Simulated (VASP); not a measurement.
# W2Se (P6/mmm) in VASP: a series of runs, part 2 of 2

VASP 6.6.1.

### Step 3. Single point, PBE

This run uses another cell than the first one, of 17.53 Å³/atom.

INCAR reads:

```
PREC = Accurate
ENCUT = 500
EDIFF = 1E-6
ISMEAR = 0
SIGMA = 0.2
LREAL = F
LASPH = T
NELM = 120
ALGO = Normal
ISIF = 2
LWAVE = F
LCHARG = T
GGA = PE
LELF = T
LVHAR = T
NBANDS = 24
GGA_COMPAT = F
```

KPOINTS reads:

```
regular mesh
0
Gamma
  6 6 5
```

POSCAR reads:

```
W2Se
1.0
    4.5850255793     -0.0000000034      0.0000000000
   -2.2925127867      3.9707486304      0.0000000000
    0.0000000000      0.0000000000      2.8882267157
W Se
2 1
Direct
    0.3333333333      0.6666666667      0.5000000000
    0.6666666667      0.3333333333      0.5000000000
    0.0000000000      0.0000000000      0.0000000000
```

Potentials or basis: VASP PAW PBE potentials, release 64 (W_sv, Se).

Launch:

```sh
$ cat potpaw_PBE.64/W_sv/POTCAR potpaw_PBE.64/Se/POTCAR > POTCAR
$ mpirun -np 1 vasp_std > vasp.out
```

OUTCAR:

```text
PREC = Accurate
   ENCUT = 500
   EDIFF = 1E-6
   ISMEAR = 0
   LREAL = F
   LASPH = T
   NELM = 120
   ISIF = 2
   GGA = PE

 ion  position               nearest neighbor table
   1  0.333  0.667  0.500-   2 2.65   2 2.65   2 2.65   3 3.02   3 3.02   3 3.02   3 3.02   3 3.02
                             3 3.02
   2  0.667  0.333  0.500-   1 2.65   1 2.65   1 2.65   3 3.02   3 3.02   3 3.02   3 3.02   3 3.02
                             3 3.02
   3  0.000  0.000  0.000-   1 3.02   2 3.02   1 3.02   2 3.02   2 3.02   2 3.02   1 3.02   1 3.02
                             2 3.02   2 3.02   1 3.02   1 3.02

  LATTYP: Found a hexagonal cell.
 ALAT       =     4.5850255793
 C/A-ratio  =     0.6299259766

  Lattice vectors:

 A1 = (   4.5850255793,  -0.0000000034,   0.0000000000)
 A2 = (  -2.2925127867,   3.9707486304,   0.0000000000)
 A3 = (   0.0000000000,   0.0000000000,   2.8882267157)

Analysis of symmetry for initial positions (statically):
=====================================================================
 Subroutine PRICEL returns:
 Original cell was already a primitive cell.

 Routine SETGRP: Setting up the symmetry group for a
 hexagonal supercell.
[... 163 lines left out ...]

  energy without entropy =      -26.03329114  energy(sigma->0) =      -26.05934656

 E-fermi :   9.5044     XC(G=0): -12.4373

 val. band max:        9.3529534235   @ k =   0.0000   0.0000   0.2000
 cond. band min:       9.5467067274   @ k =   0.3333  -0.0000   0.2000
 fundamental gap:      0.1937533039
 Fermi energy:         9.5043638555

 k-point     1 :       0.0000    0.0000    0.0000
  band No.  band energies     occupation
      1     -64.5706      2.00000
      2     -64.4361      2.00000
      3     -29.1299      2.00000
      4     -29.1299      2.00000
      5     -28.5776      2.00000
      6     -28.4011      2.00000
[... 556 lines left out ...]
     23      13.0722      0.00000
     24      14.2173      0.00000

------------------------ aborting loop because EDIFF is reached ----------------------------------------

  FORCE on cell =-STRESS in cart. coord.  units (eV):
  Direction    XX          YY          ZZ          XY          YZ          ZX
  --------------------------------------------------------------------------------------
  -------------------------------------------------------------------------------------
  Total        0.1180547      0.1180547      0.1170005      0.0000000      0.0000000     -0.0000000
  in kB        3.5970663      3.5970663      3.5649446      0.0000000      0.0000000     -0.0000000
  external PRESSURE =       3.5863591 kB  Pullay stress =       0.0000000 kB

 VOLUME and BASIS-vectors are now :
 -----------------------------------------------------------------------------
  energy-cutoff  :      500.00
  volume of cell :       52.58
      direct lattice vectors                 reciprocal lattice vectors
     4.585025579 -0.000000003  0.000000000     0.218101292  0.125920839  0.000000000
    -2.292512787  3.970748630  0.000000000     0.000000000  0.251841679  0.000000000
     0.000000000  0.000000000  2.888226716     0.000000000  0.000000000  0.346233208

 POSITION                                       TOTAL-FORCE (eV/Angst)
 -----------------------------------------------------------------------------------
      0.00000      2.64717      1.44411         0.000000     -0.000000     -0.000000
      2.29251      1.32358      1.44411        -0.000000      0.000000      0.000000
      0.00000      0.00000      0.00000         0.000000      0.000000      0.000000
 -----------------------------------------------------------------------------------
    total drift:                                0.000000      0.000000     -0.000000

  FREE ENERGIE OF THE ION-ELECTRON SYSTEM (eV)
  ---------------------------------------------------
  free  energy   TOTEN  =       -26.0854019787 eV

  energy  without entropy=      -26.0332911410  energy(sigma->0) =      -26.05934656
```

OSZICAR:

```text
N       E                     dE             d eps       ncg     rms          rms(c)
DAV:   1     0.344399632799E+03    0.34440E+03   -0.19724E+04  1024   0.150E+03
DAV:   2    -0.137617764644E+02   -0.35816E+03   -0.34715E+03  1168   0.447E+02
DAV:   3    -0.265862821754E+02   -0.12825E+02   -0.12442E+02  1264   0.822E+01
DAV:   4    -0.267577890184E+02   -0.17151E+00   -0.17131E+00  1040   0.102E+01
DAV:   5    -0.267599846812E+02   -0.21957E-02   -0.21930E-02  1296   0.115E+00    0.221E+01
DAV:   6    -0.262302814013E+02    0.52970E+00   -0.92342E-01  1168   0.791E+00    0.972E+00
DAV:   7    -0.260916488719E+02    0.13863E+00   -0.33059E-01  1128   0.417E+00    0.173E+00
DAV:   8    -0.260862963832E+02    0.53525E-02   -0.23681E-02  1176   0.106E+00    0.686E-01
DAV:   9    -0.260854365064E+02    0.85988E-03   -0.32709E-03  1120   0.488E-01    0.645E-02
DAV:  10    -0.260854039310E+02    0.32575E-04   -0.11957E-04  1144   0.800E-02    0.416E-02
DAV:  11    -0.260854014048E+02    0.25262E-05   -0.22639E-05  1128   0.328E-02    0.549E-03
DAV:  12    -0.260854019787E+02   -0.57385E-06   -0.73675E-07   664   0.676E-03
   1 F= -.26085402E+02 E0= -.26059347E+02  d E =-.521108E-01
```

stdout:

```text
POSCAR found type information on POSCAR W Se
 POSCAR found :  2 types and       3 ions
 scaLAPACK will be used
 LDA part: xc-table for (Slater+PW92), standard interpolation
 POSCAR, INCAR and KPOINTS ok, starting setup
 FFT: planning ... GRIDC
 FFT: planning ... GRID_SOFT
 FFT: planning ... GRID
 WAVECAR not read
 entering main loop
```

It took 17 s on 1 thread of Intel Xeon 8259CL, shared host; peak memory 0.18 GiB.

Results:

| Property | Result |
| --- | --- |
| Free energy | -26.0854 eV |
| Pressure | 0.4 GPa |
| Band gap on the k mesh | zero (bands 17 and 18 overlap by 1.12 eV) |

Caveat: the k points lie up to 0.44 Å⁻¹ apart, too coarse for converged energies and pressures of a metal; spin-orbit coupling is left out, which moves the levels of the heavy elements.

### Step 4. Single point, PBE

This run uses another cell than the first one, of 17.63 Å³/atom.

INCAR reads:

```
SYSTEM = W2Se
PREC     = Accurate       ! precision mode
ENCUT    = 500            ! plane-wave cutoff, eV
EDIFF    = 1E-6           ! SCF threshold, eV
ISMEAR   = 0              ! smearing method
SIGMA    = 0.2            ! smearing width, eV
LREAL    = .False.        ! projectors in reciprocal space
LASPH    = .True.         ! aspherical terms in the spheres
NELM     = 120            ! most SCF steps
ALGO     = Normal         ! electronic algorithm
ISIF     = 2              ! what is computed and relaxed
LWAVE    = .False.        ! write WAVECAR
LCHARG   = .True.         ! write CHGCAR
GGA      = PE             ! functional
LELF     = .True.         ! ELF
LVHAR    = .True.       
NBANDS   = 24             ! bands
GGA_COMPAT= .False.
```

KPOINTS reads:

```
Automatic mesh
0
Gamma
  6 6 4
  0 0 0
```

POSCAR reads:

```
W2Se
1.0
    4.5217824135     -0.0000000033      0.0000000000
   -2.2608912038      3.9159784421      0.0000000000
    0.0000000000      0.0000000000      2.9862544031
W Se
2 1
Direct
    0.3333333333      0.6666666667      0.0000000000
    0.6666666667      0.3333333333      0.0000000000
    0.0000000000      0.0000000000      0.5000000000
```

Potentials or basis: VASP PAW PBE potentials, release 64 (W_sv, Se).

Launch:

```sh
$ cat potpaw_PBE.64/W_sv/POTCAR potpaw_PBE.64/Se/POTCAR > POTCAR
$ mpirun -np 1 vasp_std > vasp.out
```

OUTCAR:

```text
SYSTEM = W2Se
   PREC = Accurate
   ENCUT = 500
   EDIFF = 1E-6
   ISMEAR = 0
   LREAL = .False.
   LASPH = .True.
   NELM = 120
   ISIF = 2
   GGA = PE

 ion  position               nearest neighbor table
   1  0.333  0.667  0.000-   2 2.61   2 2.61   2 2.61   3 3.01   3 3.01   3 3.01   3 3.01   3 3.01
                             3 3.01
   2  0.667  0.333  0.000-   1 2.61   1 2.61   1 2.61   3 3.01   3 3.01   3 3.01   3 3.01   3 3.01
                             3 3.01
   3  0.000  0.000  0.500-   1 3.01   2 3.01   1 3.01   2 3.01   1 3.01   1 3.01   2 3.01   2 3.01
                             2 3.01   2 3.01   1 3.01   1 3.01

  LATTYP: Found a hexagonal cell.
 ALAT       =     4.5217824135
 C/A-ratio  =     0.6604153252

  Lattice vectors:

 A1 = (   4.5217824135,  -0.0000000033,   0.0000000000)
 A2 = (  -2.2608912038,   3.9159784421,   0.0000000000)
 A3 = (   0.0000000000,   0.0000000000,   2.9862544031)

Analysis of symmetry for initial positions (statically):
=====================================================================
 Subroutine PRICEL returns:
 Original cell was already a primitive cell.

 Routine SETGRP: Setting up the symmetry group for a
 hexagonal supercell.

[... 164 lines left out ...]

 E-fermi :   9.4196     XC(G=0): -12.3966

 val. band max:        9.3979458886   @ k =   0.3333   0.0000   0.2500
 cond. band min:       9.4796712568   @ k =   0.1667  -0.0000   0.0000
 fundamental gap:      0.0817253682
 Fermi energy:         9.4196291681

 k-point     1 :       0.0000    0.0000    0.0000
  band No.  band energies     occupation
      1     -64.6015      2.00000
      2     -64.4432      2.00000
      3     -29.1820      2.00000
      4     -29.1820      2.00000
      5     -28.7526      2.00000
      6     -28.5449      2.00000
[... 556 lines left out ...]
     23      13.9806      0.00000
     24      14.4938      0.00000

------------------------ aborting loop because EDIFF is reached ----------------------------------------

  FORCE on cell =-STRESS in cart. coord.  units (eV):
  Direction    XX          YY          ZZ          XY          YZ          ZX
  --------------------------------------------------------------------------------------
  -------------------------------------------------------------------------------------
  Total        0.3770772      0.3770772      0.0241840      0.0000000     -0.0000000      0.0000000
  in kB       11.4252071     11.4252071      0.7327603      0.0000000     -0.0000000      0.0000000
  external PRESSURE =       7.8610582 kB  Pullay stress =       0.0000000 kB

 VOLUME and BASIS-vectors are now :
 -----------------------------------------------------------------------------
  energy-cutoff  :      500.00
  volume of cell :       52.88
      direct lattice vectors                 reciprocal lattice vectors
     4.521782414 -0.000000003  0.000000000     0.221151729  0.127682010  0.000000000
    -2.260891204  3.915978442  0.000000000     0.000000000  0.255364021  0.000000000
     0.000000000  0.000000000  2.986254403     0.000000000  0.000000000  0.334867652

 POSITION                                       TOTAL-FORCE (eV/Angst)
 -----------------------------------------------------------------------------------
      0.00000      2.61065      0.00000         0.000000     -0.000000      0.000000
      2.26089      1.30533      0.00000        -0.000000      0.000000     -0.000000
      0.00000      0.00000      1.49313         0.000000      0.000000     -0.000000
 -----------------------------------------------------------------------------------
    total drift:                                0.000000      0.000000      0.000000

  FREE ENERGIE OF THE ION-ELECTRON SYSTEM (eV)
  ---------------------------------------------------
  free  energy   TOTEN  =       -25.8837938606 eV

  energy  without entropy=      -25.8402286692  energy(sigma->0) =      -25.86201126
```

OSZICAR:

```text
N       E                     dE             d eps       ncg     rms          rms(c)
DAV:   1     0.344764772420E+03    0.34476E+03   -0.19621E+04  1032   0.149E+03
DAV:   2    -0.135007383288E+02   -0.35827E+03   -0.34817E+03  1176   0.446E+02
DAV:   3    -0.263644243677E+02   -0.12864E+02   -0.12375E+02  1240   0.820E+01
DAV:   4    -0.265440604930E+02   -0.17964E+00   -0.17936E+00  1104   0.103E+01
DAV:   5    -0.265461269145E+02   -0.20664E-02   -0.20658E-02  1240   0.114E+00    0.220E+01
DAV:   6    -0.260295597322E+02    0.51657E+00   -0.88544E-01  1184   0.764E+00    0.984E+00
DAV:   7    -0.258907791452E+02    0.13878E+00   -0.34129E-01  1080   0.411E+00    0.180E+00
DAV:   8    -0.258845814974E+02    0.61976E-02   -0.29183E-02  1248   0.114E+00    0.666E-01
DAV:   9    -0.258838245758E+02    0.75692E-03   -0.35883E-03  1096   0.504E-01    0.630E-02
DAV:  10    -0.258837976551E+02    0.26921E-04   -0.10154E-04  1160   0.763E-02    0.444E-02
DAV:  11    -0.258837929552E+02    0.46999E-05   -0.26272E-05  1096   0.357E-02    0.102E-02
DAV:  12    -0.258837938606E+02   -0.90540E-06   -0.61463E-07   704   0.651E-03
   1 F= -.25883794E+02 E0= -.25862011E+02  d E =-.435652E-01
```

Wall time 26 s (1 thread of Intel Xeon 8259CL, shared host); peak memory 0.19 GiB.

Results:

```yaml
Free_energy: -25.8838 eV
Pressure: 0.8 GPa
Band_gap_on_the_k_mesh: zero (bands 17 and 18 overlap by 1.52 eV)
```

Levels at points of the mesh, in eV from the Fermi level:
```tsv
k point	band 15	band 16	band 17	band 18	band 19	band 20
(0.00, 0.00, 0.00)	-1.12	-1.12	0.18	0.20	0.20	2.61
(0.50, 0.00, 0.00)	-2.01	-1.32	-0.27	1.33	1.66	2.05
(0.00, 0.00, 0.50)	-1.46	-1.46	-0.18	-0.18	0.08	1.33
(0.50, 0.00, 0.50)	-2.16	-1.99	0.93	1.26	1.43	2.72
```

Caveat: the k points lie up to 0.53 Å⁻¹ apart, too coarse for converged energies and pressures of a metal; spin-orbit coupling is left out, which moves the levels of the heavy elements.

### Step 5. The runs side by side

```tsv
cell	k mesh	gap on the mesh (eV)	pressure (GPa)
a = 4.761, b = 4.761, c = 2.726 Å, angles 90.0, 90.0, 120.0°, 3 atoms, atomic positions A	5 × 5 × 6	none	0.3
a = 4.585, b = 4.585, c = 2.888 Å, angles 90.0, 90.0, 120.0°, 3 atoms, atomic positions B	6 × 6 × 5	none	0.4
a = 4.522, b = 4.522, c = 2.986 Å, angles 90.0, 90.0, 120.0°, 3 atoms, atomic positions B	6 × 6 × 4	none	0.8
```

Alike in all rows: task single point; level PBE; potentials or basis VASP PAW PBE potentials, release 64 (W_sv, Se); no spin polarisation; cutoff (eV) 500; smearing gaussian 0.2 eV.

Caveats: all runs use coarse meshes; spin-orbit coupling is left out, which moves the levels of the heavy elements.

Absolute energies hang on the potentials; compare differences alone.

The gap in the log of VASP goes by the Fermi energy; the results here count the filled bands.